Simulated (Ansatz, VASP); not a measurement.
**One calculation of C, two programs**

```
C
1.0
     0.00000    2.08395    3.28024
     1.20314    0.00000    3.28024
     1.20314    2.08395    0.00000
C
2
Direct
  0.16667 0.83333 0.16667
  0.83333 0.16667 0.83333
```

Change from the starting cell: volume scaled by 0.9405, crystal datasets.

Alike in both runs: task electric field gradients; functional PBEsol; k mesh 18 × 18 × 18; occupations fermi-dirac, width 0.05 eV; no spin polarisation.

|  | VASP | Ansatz |
| --- | --- | --- |
| version | VASP 6.6.1 | Ansatz 0.2.0 |
| potentials or method | VASP PAW PBE potentials, release 64 (C), cutoff 520 eV | all-electron PAW with datasets made for the crystal, scalar-relativistic |

VASP gave:

```
pressure (GPa)                                                : 21.8
traceless stress, the component that is largest in VASP (GPa) : -19.37
size of Vzz on the site where it differs most (V/Å²)          : 35.2
```

Task: Estimate Ansatz's values.

Result: Pressure (GPa): 21.0; traceless stress, the component that is largest in VASP (GPa): -18.45; size of Vzz on the site where it differs most (V/Å²): 29.5.

VASP's potentials were made for PBE, not for PBEsol. Ansatz ran all-electron here, and VASP with PAW potentials.
